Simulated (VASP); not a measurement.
Wanted: the native input for a VASP 6.6.1 run.

* Task: single point
* Functional: r2SCAN
* Potentials or basis: VASP PAW PBE potentials, release 64 (Mn_pv, S)
* Cutoff: 520 eV
* k mesh: 9 × 9 × 9
* Occupations: fermi-dirac, width 0.05 eV
* Spin: collinear spin, ferromagnetic start
* Starting moments: [4.0, 0.0] μB
* Hubbard terms: Mn d U = 1.0 eV
* Dipole correction: no
* Further INCAR settings: ALGO = Normal; EDIFF = 1e-06; NBANDS = 20

Crystal: MnS.

```
Mn S
1.0
     0.00000    2.83481    2.83481
     2.83481    0.00000    2.83481
     2.83481    2.83481    0.00000
Mn S
1 1
Direct
  0.00000 0.00000 0.00000
  0.75000 0.75000 0.75000
```

These files were run (other wordings do the same):

POSCAR

```
MnS
1.0
    0.0000000000      2.8348081901      2.8348081901
    2.8348081901      0.0000000000      2.8348081901
    2.8348081901      2.8348081901      0.0000000000
Mn S
1 1
Direct
    0.0000000000      0.0000000000      0.0000000000
    0.7500000000      0.7500000000      0.7500000000
```

INCAR.step1

```
SYSTEM = MnS
  PREC = Accurate
  ENCUT = 520
  ISMEAR = -1
  SIGMA = 0.05
  LREAL = .FALSE.
  LASPH = .TRUE.
  NELM = 150
  ISPIN = 2
  MAGMOM = 4 0
  LMAXMIX = 4
  LDAU = .TRUE.
  LDAUTYPE = 2
  LDAUL = 2 -1
  LDAUU = 1 0
  LDAUJ = 0 0
  NBANDS = 20
  GGA = PE
  ALGO = Normal
  EDIFF = 1E-4
  LWAVE = .TRUE.
  LCHARG = .FALSE.
```

INCAR.step2

```
SYSTEM = MnS
  PREC = Accurate
  ENCUT = 520
  EDIFF = 1E-6
  ISMEAR = -1
  SIGMA = 0.05
  LREAL = .FALSE.
  LASPH = .TRUE.
  NELM = 150
  ALGO = Normal
  ISIF = 2
  LWAVE = .FALSE.
  LCHARG = .FALSE.
  ISPIN = 2
  MAGMOM = 4 0
  LORBIT = 11
  LMAXMIX = 4
  LDAU = .TRUE.
  LDAUTYPE = 2
  LDAUL = 2 -1
  LDAUU = 1 0
  LDAUJ = 0 0
  LDAUPRINT = 1
  METAGGA = R2SCAN
  LMIXTAU = .TRUE.
  NBANDS = 20
  ISTART = 1
```

KPOINTS

```
Automatic mesh
0
G
  9 9 9
  0 0 0
```

Potentials or basis: VASP PAW PBE potentials, release 64 (Mn_pv, S).

Launch:

```console
$ cat potpaw_PBE.64/Mn_pv/POTCAR potpaw_PBE.64/S/POTCAR > POTCAR
$ cp INCAR.step1 INCAR
$ mpirun -np 1 vasp_std > vasp.out
$ cp INCAR.step2 INCAR
$ mpirun -np 1 vasp_std > vasp.out
```

It gave:

The pressure is 0.1 GPa and the band gap on the k mesh is 1.18 eV, indirect (least direct gap 1.38 eV). The net moment is 5.00 μB per cell, the site moments are Mn +4.53; S +0.05 μB and the valence electrons inside the program's atomic spheres are Mn 11.33; S 3.79.

Caveat: the PAW data sets were made with another functional, which shifts forces and pressure a little; a cell with one magnetic atom can't hold antiferromagnetic order, which such compounds often take.

Run time: 5.8 min on 1 thread of Intel Xeon 8259CL (shared host), peak memory 0.22 GiB.
